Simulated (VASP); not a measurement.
# SiO2 (P4_2/mnm) in VASP: a series of runs, part 2 of 2

VASP 6.6.1. The steps go on from the part before.

### 5 Relaxation of cell and atoms, r2SCAN

This run uses another cell than the first one, of 7.55 Å³/atom.

The input, POSCAR:

```
SiO2
1.0
    4.1412033200      0.0000000000      0.0000000000
    0.0000000000      4.1412033200      0.0000000000
    0.0000000000      0.0000000000      2.6424670100
Si O
2 4
Direct
    0.0000000000      0.0000000000      0.0000000000
    0.5000000000      0.5000000000      0.5000000000
    0.3061500000      0.3061500000      0.0000000000
    0.1938500000      0.8061500000      0.5000000000
    0.6938500000      0.6938500000      0.0000000000
    0.8061500000      0.1938500000      0.5000000000
```

The input, INCAR.step1:

```
SYSTEM = SiO2
ALGO = Normal ; EDIFF = 1E-4
ENCUT = 600 ; GGA = PE
ISMEAR = -5 ; LASPH = .True.
LCHARG = .False. ; LREAL = .False.
LWAVE = .True. ; NELM = 80
PREC = Accurate ; SIGMA = 0.1
```

The input, INCAR.step2:

```
SYSTEM = SiO2
ALGO = Normal ; EDIFF = 1E-6
EDIFFG = -0.01 ; ENCUT = 600
IBRION = 2 ; ISIF = 3
ISMEAR = -5 ; ISTART = 1
LASPH = .True. ; LCHARG = .False.
LMIXTAU = .True. ; LREAL = .False.
LWAVE = .False. ; METAGGA = R2SCAN
NELM = 80 ; NSW = 60
PREC = Accurate ; SIGMA = 0.1
```

The input, KPOINTS:

```
k-points
0
Gamma
  4 4 7
  0 0 0
```

Potentials or basis: VASP PAW PBE potentials, release 64 (Si, O).

On the command line:

```sh
> cat potpaw_PBE.64/Si/POTCAR potpaw_PBE.64/O/POTCAR > POTCAR
> cp INCAR.step1 INCAR
> mpirun -np 1 vasp_std > vasp.out
> cp INCAR.step2 INCAR
> mpirun -np 1 vasp_std > vasp.out
```

OUTCAR:

```text
SYSTEM = SiO2
   EDIFF = 1E-6
   EDIFFG = -0.01
   ENCUT = 600
   IBRION = 2
   ISIF = 3
   ISMEAR = -5
   ISTART = 1
   LASPH = .True.
   LREAL = .False.
   METAGGA = R2SCAN
   NELM = 80
   NSW = 60
   PREC = Accurate

 ion  position               nearest neighbor table
   1  0.000  0.000  0.000-   4 1.74   6 1.74   4 1.74   6 1.74   5 1.79   3 1.79
   2  0.500  0.500  0.500-   3 1.74   5 1.74   3 1.74   5 1.74   4 1.79   6 1.79
   3  0.306  0.306  0.000-   2 1.74   2 1.74   1 1.79
   4  0.194  0.806  0.500-   1 1.74   1 1.74   2 1.79
   5  0.694  0.694  0.000-   2 1.74   2 1.74   1 1.79
   6  0.806  0.194  0.500-   1 1.74   1 1.74   2 1.79

  LATTYP: Found a simple tetragonal cell.
 ALAT       =     4.1412033200
 C/A-ratio  =     0.6380915898

  Lattice vectors:

 A1 = (   4.1412033200,   0.0000000000,   0.0000000000)
 A2 = (   0.0000000000,   4.1412033200,   0.0000000000)
 A3 = (   0.0000000000,   0.0000000000,   2.6424670100)

Analysis of symmetry for initial positions (statically):
=====================================================================
 Subroutine PRICEL returns:
 Original cell was already a primitive cell.

 Routine SETGRP: Setting up the symmetry group for a
 simple tetragonal supercell.

 Subroutine GETGRP returns: Found 16 space group operations
 (whereof  8 operations were pure point group operations)
 out of a pool of 16 trial point group operations.

The static configuration has the point symmetry D_2h.
 The point group associated with its full space group is D_4h.

Analysis of symmetry for dynamics (positions and initial velocities):
=====================================================================
 Subroutine PRICEL returns:
 Original cell was already a primitive cell.

 Routine SETGRP: Setting up the symmetry group for a
 simple tetragonal supercell.

 Subroutine GETGRP returns: Found 16 space group operations
 (whereof  8 operations were pure point group operations)
 out of a pool of 16 trial point group operations.
[... 119 lines left out ...]
   POTIM  = 0.5000    time-step for ionic-motion
   TEBEG  =    0.0;   TEEND  =   0.0 temperature during run
   PSTRESS=    0.0 pullay stress
   NELECT =      32.0000    total number of electrons
   NUPDOWN=      -1.0000    fix difference up-down
   EMIN   =  10.00;   EMAX   =-10.00  energy-range for DOS
   EFERMI =   0.00;   METHOD = LEGACY
   ISMEAR =    -5;   SIGMA  =   0.10  broadening in eV -4-tet -1-fermi 0-gaus
   EFERMI_NEDOS =   21; number of points for ismear=-14 and -15
   IALGO  =     38    algorithm
   IMIX   =      4    mixing-type and parameters
     AMIX     =   0.40;   BMIX     =  1.00
     AMIX_MAG =   1.60;   BMIX_MAG =  1.00
  volume/ion in A,a.u.               =       7.55        50.97
  Fermi-wavevector in a.u.,A,eV,Ry     =   1.457820  2.754881 28.915638  2.125239
  Thomas-Fermi vector in A             =   2.574577
   LORBIT       =      0    0 simple, 1 ext, 2 COOP (PROOUT), +10 PAW based schemes
   METAGGA = R2SCAN    functional components
   LHFCALC =     F    Hartree Fock is set to
   AEXX    =    0.0000 exact exchange contribution
   IVDW    =     0    specifies the selected vdW correction
   LEPSILON=     F    determine dielectric tensor
   LRPA    =     F    only Hartree local field effects (RPA)
 conjugate gradient relaxation of ions
 non-spin polarized calculation
 Fermi weights with tetrahedron method with Bloechl corrections
  energy-cutoff  :      600.00
  volume of cell :       45.32
 maximum number of plane-waves:      1543
 NGX is ok and might be reduce to    36
   NGX = 17   NGY = 17   NGZ = 11

--------------------------------------- Ionic step        1  -------------------------------------------

 number of electron      32.0000001 magnetization

 Free energy of the ion-electron system (eV)
  ---------------------------------------------------
  ext. energy  EPLUGINS =         0.00000000
  ---------------------------------------------------
  free energy    TOTEN  =       -58.74857890 eV

  energy without entropy =      -58.74857890  energy(sigma->0) =      -58.74857890

------------------------ aborting loop because EDIFF is reached ----------------------------------------

  FORCE on cell =-STRESS in cart. coord.  units (eV):
  Direction    XX          YY          ZZ          XY          YZ          ZX
  --------------------------------------------------------------------------------------
  -------------------------------------------------------------------------------------
  Total        2.8824328      2.8824328      3.7159686     -0.0000000      0.0000000      0.0000000
  in kB      101.9077200    101.9077200    131.3771816     -0.0000000      0.0000000      0.0000000
  external PRESSURE =     111.7308739 kB  Pullay stress =       0.0000000 kB
[... 227 lines left out ...]
--------------------------------------- Ionic step        7  -------------------------------------------

 number of electron      32.0000000 magnetization

 Free energy of the ion-electron system (eV)
  ---------------------------------------------------
  ext. energy  EPLUGINS =         0.00000000
  ---------------------------------------------------
  free energy    TOTEN  =       -58.79750456 eV

  energy without entropy =      -58.79750456  energy(sigma->0) =      -58.79750456

 E-fermi :   7.8239     XC(G=0): -12.8706

 val. band max:        7.7984340228   @ k =   0.0000   0.0000   0.0000
 cond. band min:      14.2990291964   @ k =   0.0000   0.0000   0.0000
 fundamental gap:      6.5005951736
 Fermi energy:         7.8238709325

 k-point     1 :       0.0000    0.0000    0.0000
  band No.  band energies     occupation
      1     -15.7357      2.00000
      2     -12.1504      2.00000
      3     -12.1504      2.00000
      4     -11.8740      2.00000
      5      -3.2508      2.00000
      6       1.2941      2.00000
[... 574 lines left out ...]
  FREE ENERGIE OF THE ION-ELECTRON SYSTEM (eV)
  ---------------------------------------------------
  free  energy   TOTEN  =       -58.7975045579 eV

  energy  without entropy=      -58.7975045579  energy(sigma->0) =      -58.79750456

 reached required accuracy - stopping structural energy minimisation
```

OUTCAR.step1:

```text
SYSTEM = SiO2
   EDIFF = 1E-4
   ENCUT = 600
   GGA = PE
   ISMEAR = -5
   LASPH = .True.
   LREAL = .False.
   NELM = 80
[... 789 lines left out ...]
      0.80277      3.33843      1.32123         0.237615     -0.237615     -0.000000
      2.87337      2.87337      0.00000         0.237615      0.237615     -0.000000
      3.33843      0.80277      1.32123        -0.237615      0.237615     -0.000000
 -----------------------------------------------------------------------------------
    total drift:                                0.000000      0.000000     -0.000000

  FREE ENERGIE OF THE ION-ELECTRON SYSTEM (eV)
  ---------------------------------------------------
  free  energy   TOTEN  =       -46.1463860217 eV

  energy  without entropy=      -46.1463860217  energy(sigma->0) =      -46.14638602
```

Wall time 5.1 min (1 thread of AMD EPYC 9R45 (Zen 5), shared host); peak memory 0.16 GiB.

What came out:

```
Free energy                           : -58.7975 eV
Relaxed volume                        : 7.79 Å³/atom
Relaxed cell                          : a = 4.181 Å, b = 4.181 Å, c = 2.673 Å, α = 90.00°, β = 90.00°, γ = 90.00°
Space group after relaxing (to 0.1 Å) : P4_2/mnm (No. 136)
Energy gained by relaxing             : 8.2 meV/atom
Ionic steps                           : 7
Pressure after relaxing               : -0.1 GPa
Band gap on the k mesh                : 6.50 eV
```

Forces in eV/Å, atoms in the order of the input:
```
Si   0.000  0.000  0.000
Si   0.000  0.000  0.000
O    0.001  0.001  0.000
O   -0.001  0.001  0.000
O   -0.001 -0.001  0.000
O    0.001 -0.001  0.000
```

The path:
```csv
step,energy change (eV),largest force (eV/Å),pressure (GPa),volume (Å³)
1,0.0000,0.2621,11.17,45.32
2,0.0695,0.5761,-14.77,48.86
3,-0.0482,0.1054,0.08,46.66
4,-0.0482,0.0987,0.29,46.63
5,-0.0488,0.0299,0.02,46.72
6,-0.0489,0.0017,0.08,46.70
7,-0.0489,0.0021,-0.06,46.73
```

Final structure:
```
CELL_PARAMETERS angstrom
4.18127 0.00000 0.00000
0.00000 4.18127 0.00000
0.00000 0.00000 2.67264
ATOMIC_POSITIONS crystal
Si 0.00000 0.00000 0.00000
Si 0.50000 0.50000 0.50000
O 0.30589 0.30589 0.00000
O 0.19411 0.80589 0.50000
O 0.69411 0.69411 0.00000
O 0.80589 0.19411 0.50000
```

Caveat: the PAW data sets were made with another functional, which shifts forces and pressure a little. r2SCAN opens gaps a little over a GGA but as a rule still falls short of measured ones.

### 6 Summary

| task | cell | cutoff (eV) | smearing | gap on the mesh (eV) | pressure (GPa) | relaxed volume (Å³/atom) | largest force (eV/Å) |
| --- | --- | --- | --- | --- | --- | --- | --- |
| single point | a = 4.185, b = 4.185, c = 2.669 Å, 6 atoms | 520 | fermi-dirac 0.1 eV | 6.51 | 0.4 | - | 0.02 |
| single point | a = 4.185, b = 4.185, c = 2.669 Å, 6 atoms | 520 | tetrahedron | 6.51 | 0.4 | - | 0.02 |
| relaxation of cell and atoms | relaxed from a = 4.141, b = 4.141, c = 2.642 Å, 6 atoms | 600 | fermi-dirac 0.1 eV | 6.50 | -0.1 | 7.79 | - |
| relaxation of cell and atoms | relaxed from a = 4.141, b = 4.141, c = 2.642 Å, 6 atoms | 600 | tetrahedron | 6.50 | -0.1 | 7.79 | - |

Alike in all rows: level r2SCAN; potentials or basis VASP PAW PBE potentials, release 64 (Si, O); no spin polarisation; k mesh 4 × 4 × 7.

Caveats: the PAW data sets were made with another functional, which shifts forces and pressure a little.

Total energies depend on the potentials used, so only differences within one code and one set of settings carry meaning.
